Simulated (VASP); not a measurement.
# SrTiO3 (Pm-3m) in VASP: single point with PBE+U

Aim: the single point of SrTiO3 with PBE+U.

All numbers are computed with VASP 6.6.1; they aren't measurements. Logs are shortened: lines on timing, memory, paths and dates and some standing lists are left out, and cuts for length are marked.

## (1) The cell of the first run

The structure is cubic, space group Pm-3m (No. 221). The conventional cell has a = 3.947 Å, b = 3.947 Å, c = 3.947 Å, α = 90.00°, β = 90.00°, γ = 90.00°. Within 3.7 Å of Sr (site symmetry m-3m) lie 12 O at 2.79 Å and 8 Ti at 3.42 Å. Ti (site symmetry m-3m) has 6 O at 1.97 Å within 2.6 Å. Within 2.6 Å of O (site symmetry 4/mmm) lie 2 Ti at 1.97 Å.

## (2) Single point, PBE+U, non-collinear spin, zero start, spin-orbit coupling

Contents of INCAR:

```
  PREC = Accurate
  ENCUT = 520
  EDIFF = 1E-6
  ISMEAR = 0
  SIGMA = 0.02
  LREAL = F
  LASPH = T
  NELM = 150
  ALGO = Normal
  ISIF = 2
  LWAVE = F
  LCHARG = T
  MAGMOM = 0 0 0 0 0 0 0 0 0 0 0 0 0 0 0
  LORBIT = 11
  LSORBIT = T
  GGA_COMPAT = F
  LORBMOM = T
  LMAXMIX = 4
  LDAU = T
  LDAUTYPE = 2
  LDAUL = -1 2 -1
  LDAUU = 0 4 0
  LDAUJ = 0 0 0
  LDAUPRINT = 1
  GGA = PE
  LVHAR = T
  NBANDS = 55
```

Contents of KPOINTS:

```
Automatic mesh
0
Gamma
  8 8 8
```

Contents of POSCAR:

```
SrTiO3
1.0
    3.9471053931      0.0000000000      0.0000000000
    0.0000000000      3.9471053931      0.0000000000
    0.0000000000      0.0000000000      3.9471053931
Sr Ti O
1 1 3
Direct
    0.5000000000      0.5000000000      0.5000000000
    0.0000000000      0.0000000000      0.0000000000
    0.5000000000      0.0000000000      0.0000000000
    0.0000000000      0.5000000000      0.0000000000
    0.0000000000      0.0000000000      0.5000000000
```

Potentials or basis: VASP PAW PBE potentials, release 64 (Sr_sv, Ti_sv, O).

Run with:

```sh
$ cat potpaw_PBE.64/Sr_sv/POTCAR potpaw_PBE.64/Ti_sv/POTCAR potpaw_PBE.64/O/POTCAR > POTCAR
$ mpirun -np 1 vasp_ncl > vasp.out
```

OUTCAR:

```text
PREC = Accurate
   ENCUT = 520
   EDIFF = 1E-6
   ISMEAR = 0
   LREAL = F
   LASPH = T
   NELM = 150
   ISIF = 2
   LORBIT = 11
   LSORBIT = T
   GGA = PE

 ion  position               nearest neighbor table
   1  0.500  0.500  0.500-   3 2.79   4 2.79   5 2.79   3 2.79   4 2.79   3 2.79   5 2.79   3 2.79
                             4 2.79   5 2.79   4 2.79   5 2.79   2 3.42   2 3.42   2 3.42   2 3.42
   2  0.000  0.000  0.000-   3 1.97   4 1.97   5 1.97   5 1.97   4 1.97   3 1.97   1 3.42   1 3.42
                             1 3.42   1 3.42   1 3.42   1 3.42   1 3.42   1 3.42
   3  0.500  0.000  0.000-   2 1.97   2 1.97   1 2.79   1 2.79   1 2.79   1 2.79
   4  0.000  0.500  0.000-   2 1.97   2 1.97   1 2.79   1 2.79   1 2.79   1 2.79
   5  0.000  0.000  0.500-   2 1.97   2 1.97   1 2.79   1 2.79   1 2.79   1 2.79

  LATTYP: Found a simple cubic cell.
 ALAT       =     3.9471053931

  Lattice vectors:

 A1 = (   3.9471053931,   0.0000000000,   0.0000000000)
 A2 = (   0.0000000000,   3.9471053931,   0.0000000000)
 A3 = (   0.0000000000,   0.0000000000,   3.9471053931)

Analysis of symmetry for initial positions (statically):
=====================================================================
 Subroutine PRICEL returns:
 Original cell was already a primitive cell.

 Routine SETGRP: Setting up the symmetry group for a
 simple cubic supercell.

 Subroutine GETGRP returns: Found 48 space group operations
 (whereof 48 operations were pure point group operations)
 out of a pool of 48 trial point group operations.

The static configuration has the point symmetry O_h .

Analysis of symmetry for dynamics (positions and initial velocities):
=====================================================================
 Subroutine PRICEL returns:
 Original cell was already a primitive cell.

 Routine SETGRP: Setting up the symmetry group for a
 simple cubic supercell.

 Subroutine GETGRP returns: Found 48 space group operations
 (whereof 48 operations were pure point group operations)
 out of a pool of 48 trial point group operations.

The dynamic configuration has the point symmetry O_h .

Analysis of structural, dynamic, and magnetic symmetry:
=====================================================================
 Subroutine PRICEL returns:
 Original cell was already a primitive cell.

 Routine SETGRP: Setting up the symmetry group for a
 simple cubic supercell.

 Subroutine GETGRP returns: Found 48 space group operations
 (whereof 48 operations were pure point group operations)
 out of a pool of 48 trial point group operations.

The overall configuration has the point symmetry O_h .

 Subroutine INISYM returns: Found 48 space group operations
 (whereof 48 operations are pure point group operations),
 and found     1 'primitive' translations

----------------------------------------------------------------------------------------

                                     Primitive cell

  volume of cell :      61.4945

  direct lattice vectors                    reciprocal lattice vectors
     3.947105393  0.000000000  0.000000000     0.253350215  0.000000000  0.000000000
     0.000000000  3.947105393  0.000000000     0.000000000  0.253350215  0.000000000
     0.000000000  0.000000000  3.947105393     0.000000000  0.000000000  0.253350215

  length of vectors
     3.947105393  3.947105393  3.947105393     0.253350215  0.253350215  0.253350215

  position of ions in fractional coordinates (direct lattice)
     0.500000000  0.500000000  0.500000000
     0.000000000  0.000000000  0.000000000
     0.500000000  0.000000000  0.000000000
     0.000000000  0.500000000  0.000000000
     0.000000000  0.000000000  0.500000000

  ion indices of the primitive-cell ions
   primitive index   ion index
                 1           1
                 2           2
                 3           3
                 4           4
                 5           5

----------------------------------------------------------------------------------------

 KPOINTS: Automatic mesh

Automatic generation of k-mesh.
 Grid dimensions read from file:
 generate k-points for:    8    8    8

 Generating k-lattice:

  Cartesian coordinates                     Fractional coordinates (reciprocal lattice)
     0.031668777  0.000000000  0.000000000     0.125000000  0.000000000  0.000000000
     0.000000000  0.031668777  0.000000000     0.000000000  0.125000000  0.000000000
[... 148 lines left out ...]
  o =  0.2477  v =  0.0070 -0.0000  0.0000 -0.0000 -0.0000 -0.0000 -0.0035  0.0000  0.0000 -0.0000      0.0000  0.0000  0.0000 -0.0000  1.0000  0.0000  0.0000 -0.0000 -0.0035 -0.0000
  o =  0.2477  v =  0.0000 -0.0060 -0.0078  0.0007 -0.0000 -0.0058 -0.0003 -0.1854 -0.0000 -0.1320      0.0000 -0.0016  0.0435 -0.0003 -0.0000 -0.0009 -0.0000  0.5201  0.0003  0.8220
  o =  0.2477  v =  0.0000  0.0026  0.0105 -0.0030 -0.0000 -0.0037  0.0002  0.3954  0.0001 -0.1700      0.0000  0.0018 -0.0251  0.0063  0.0000 -0.0012  0.0001 -0.7324 -0.0002  0.5268
  o =  0.2477  v =  0.0000 -0.0004 -0.0332  0.0000 -0.0000 -0.0002  0.0061 -0.0047 -0.0002  0.0001      0.0000 -0.0000 -0.9981 -0.0002  0.0000  0.0000 -0.0002  0.0469 -0.0061  0.0218

 number of electron      39.9999986 magnetization      -0.0000000      0.0000000     -0.0000000

 Free energy of the ion-electron system (eV)
  ---------------------------------------------------
  ext. energy  EPLUGINS =         0.00000000
  ---------------------------------------------------
  free energy    TOTEN  =       -37.49650262 eV

  energy without entropy =      -37.49650262  energy(sigma->0) =      -37.49650262

 E-fermi :   4.2571     XC(G=0): -11.1102

 val. band max:        4.0472335348   @ k =   0.5000   0.5000   0.5000
 cond. band min:       6.3376603865   @ k =   0.0000   0.0000   0.0000
 fundamental gap:      2.2904268517
 Fermi energy:         4.2571025447

 k-point     1 :       0.0000    0.0000    0.0000
  band No.  band energies     occupation
      1     -53.6093      1.00000
      2     -53.6093      1.00000
      3     -30.2227      1.00000
      4     -30.2227      1.00000
      5     -29.5696      1.00000
      6     -29.5696      1.00000
[... 1309 lines left out ...]
     51      11.8141      0.00000
     52      11.8141      0.00000

 [... further k-points ...]

 [bands above 52 left out]

------------------------ aborting loop because EDIFF is reached ----------------------------------------

  FORCE on cell =-STRESS in cart. coord.  units (eV):
  Direction    XX          YY          ZZ          XY          YZ          ZX
  --------------------------------------------------------------------------------------
  -------------------------------------------------------------------------------------
  Total        1.0417306      1.0417306      1.0417306      0.0000000      0.0000000      0.0000000
  in kB       27.1412484     27.1412484     27.1412484      0.0000000      0.0000000      0.0000000
  external PRESSURE =      27.1412484 kB  Pullay stress =       0.0000000 kB

 VOLUME and BASIS-vectors are now :
 -----------------------------------------------------------------------------
  energy-cutoff  :      520.00
  volume of cell :       61.49
      direct lattice vectors                 reciprocal lattice vectors
     3.947105393  0.000000000  0.000000000     0.253350215  0.000000000  0.000000000
     0.000000000  3.947105393  0.000000000     0.000000000  0.253350215  0.000000000
     0.000000000  0.000000000  3.947105393     0.000000000  0.000000000  0.253350215

 POSITION                                       TOTAL-FORCE (eV/Angst)
 -----------------------------------------------------------------------------------
      1.97355      1.97355      1.97355         0.000000      0.000000      0.000000
      0.00000      0.00000      0.00000         0.000000      0.000000      0.000000
      1.97355      0.00000      0.00000         0.000000      0.000000      0.000000
      0.00000      1.97355      0.00000         0.000000      0.000000      0.000000
      0.00000      0.00000      1.97355         0.000000      0.000000      0.000000
 -----------------------------------------------------------------------------------
    total drift:                                0.000000     -0.000000     -0.000000

  FREE ENERGIE OF THE ION-ELECTRON SYSTEM (eV)
  ---------------------------------------------------
  free  energy   TOTEN  =       -37.4965026165 eV

  energy  without entropy=      -37.4965026165  energy(sigma->0) =      -37.49650262

 orbital moment (x)

 # of ion     p       d       tot
 ----------------------------------------
  1         0.000   0.000   0.000
  2        -0.000   0.000   0.000
  3         0.000   0.000   0.000
  4         0.000   0.000   0.000
  5        -0.000   0.000  -0.000
 ----------------------------------------
            0.000   0.000   0.000

 orbital moment (y)

 # of ion     p       d       tot
 ----------------------------------------
  1         0.000  -0.000  -0.000
  2         0.000  -0.000  -0.000
  3        -0.000   0.000  -0.000
  4        -0.000   0.000  -0.000
  5        -0.000   0.000  -0.000
 ----------------------------------------
           -0.000  -0.000  -0.000

 orbital moment (z)

 # of ion     p       d       tot
 ----------------------------------------
  1         0.000   0.000   0.000
  2         0.000   0.000   0.000
  3         0.000   0.000   0.000
  4         0.000   0.000   0.000
  5        -0.000   0.000  -0.000
 ----------------------------------------
           -0.000   0.000   0.000

 Spin-Orbit-Coupling matrix elements

 Ion:    1  E_soc:     -0.1742607
 l=   1
     0.0000000    -0.0290247    -0.0290247
    -0.0290247     0.0000000    -0.0290247
    -0.0290247    -0.0290247     0.0000000
 l=   2
     0.0000000    -0.0000042     0.0000000    -0.0000042    -0.0000145
    -0.0000042     0.0000000    -0.0000109    -0.0000042    -0.0000036
     0.0000000    -0.0000109     0.0000000    -0.0000109     0.0000000
    -0.0000042    -0.0000042    -0.0000109     0.0000000    -0.0000036
    -0.0000145    -0.0000036     0.0000000    -0.0000036     0.0000000
 l=   3
     0.0000000     0.0000000     0.0000000     0.0000000     0.0000000     0.0000000     0.0000000
     0.0000000     0.0000000     0.0000000     0.0000000     0.0000000     0.0000000     0.0000000
     0.0000000     0.0000000     0.0000000     0.0000000     0.0000000     0.0000000     0.0000000
     0.0000000     0.0000000     0.0000000     0.0000000     0.0000000     0.0000000     0.0000000
[... 69 lines left out ...]
 l=   2
     0.0000000     0.0000000     0.0000000     0.0000000     0.0000000
     0.0000000     0.0000000     0.0000000     0.0000000     0.0000000
     0.0000000     0.0000000     0.0000000     0.0000000     0.0000000
     0.0000000     0.0000000     0.0000000     0.0000000     0.0000000
     0.0000000     0.0000000     0.0000000     0.0000000     0.0000000
 l=   3
     0.0000000     0.0000000     0.0000000     0.0000000     0.0000000     0.0000000     0.0000000
     0.0000000     0.0000000     0.0000000     0.0000000     0.0000000     0.0000000     0.0000000
     0.0000000     0.0000000     0.0000000     0.0000000     0.0000000     0.0000000     0.0000000
     0.0000000     0.0000000     0.0000000     0.0000000     0.0000000     0.0000000     0.0000000
     0.0000000     0.0000000     0.0000000     0.0000000     0.0000000     0.0000000     0.0000000
     0.0000000     0.0000000     0.0000000     0.0000000     0.0000000     0.0000000     0.0000000
     0.0000000     0.0000000     0.0000000     0.0000000     0.0000000     0.0000000     0.0000000

 total charge

# of ion       s       p       d       tot
------------------------------------------
    1        1.998   5.812   0.192   8.002
    2        2.231   6.312   1.577  10.120
    3        1.562   3.496   0.000   5.058
    4        1.562   3.496   0.000   5.058
    5        1.562   3.496   0.000   5.058
--------------------------------------------------
tot          8.913  22.612   1.769  33.294

 magnetization (x)

# of ion       s       p       d       tot
------------------------------------------
    1        0.000   0.000   0.000   0.000
    2        0.000  -0.000   0.000   0.000
    3        0.000  -0.000   0.000  -0.000
    4       -0.000  -0.000   0.000  -0.000
    5       -0.000   0.000   0.000  -0.000
--------------------------------------------------
tot         -0.000  -0.000   0.000  -0.000

 magnetization (y)

# of ion       s       p       d       tot
------------------------------------------
    1       -0.000  -0.000   0.000  -0.000
    2       -0.000  -0.000   0.000   0.000
    3        0.000   0.000   0.000   0.000
    4       -0.000   0.000   0.000  -0.000
    5        0.000  -0.000   0.000  -0.000
--------------------------------------------------
tot          0.000  -0.000   0.000  -0.000

 magnetization (z)

# of ion       s       p       d       tot
------------------------------------------
    1        0.000  -0.000   0.000  -0.000
    2        0.000  -0.000  -0.000  -0.000
    3        0.000   0.000   0.000   0.000
    4       -0.000  -0.000   0.000  -0.000
    5        0.000  -0.000   0.000  -0.000
--------------------------------------------------
tot         -0.000  -0.000  -0.000  -0.000
```

Run time: 2.9 min. Hardware: 1 thread of Intel Xeon 6975P-C (Granite Rapids), shared host; peak memory 0.39 GiB.

What came out:

```yaml
Free_energy: -37.4965 eV
Pressure: 2.7 GPa
Net_moment: 0.00 μB per cell
Valence_electrons_inside_the_program's_atomic_spheres: Sr 8.00; Ti 10.12; O 5.06
```

Moments on the atoms (μB; x, y, z):
```
Sr  0.00 0.00 0.00
Ti  0.00 0.00 0.00
O   0.00 0.00 0.00
O   0.00 0.00 0.00
O   0.00 0.00 0.00
```
